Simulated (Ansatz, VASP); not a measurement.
**TiO2 in VASP and in Ansatz**

```
CELL_PARAMETERS angstrom
4.50022 0.00000 0.00000
0.00000 4.50022 0.00000
0.00000 0.00000 2.89860
ATOMIC_POSITIONS crystal
Ti 0.00000 0.00000 0.00000
Ti 0.50000 0.50000 0.50000
O 0.30238 0.30238 0.00000
O 0.19762 0.80238 0.50000
O 0.69762 0.69762 0.00000
O 0.80238 0.19762 0.50000
```

Change from the starting cell: volume scaled by 0.94, ions relaxed.

Alike in both runs: functional PBE; k mesh 7 × 7 × 10; occupations fermi-dirac, width 0.02 eV; no spin polarisation.

Ansatz relaxed the structure, and its values are those at the end. VASP's run is a single point on that final structure, the one shown.

```csv
,VASP,Ansatz
version,VASP 6.6.1,Ansatz 0.2.0
potentials or method,"VASP PAW PBE potentials, release 64 (Ti_sv, O)","plane-wave PAW, scalar-relativistic"
plane-wave cutoff (eV),520,420
valence electrons in the cell,48,48
```

Ansatz gave:

| Quantity | Value |
| --- | --- |
| gap on the k mesh at the Fermi level (eV) | 1.95 |
| pressure (GPa) | 21.7 |
| rms of the force components (eV/Å) | 0.001 |

Q: Estimate VASP's values.

A: gap on the k mesh at the Fermi level (eV): 1.92; pressure (GPa): 22.5; rms of the force components (eV/Å): 0.012.

The functional is the same, so the differences come from potentials, cutoffs and numerics. Ansatz's warnings: stress scf threshold loose.
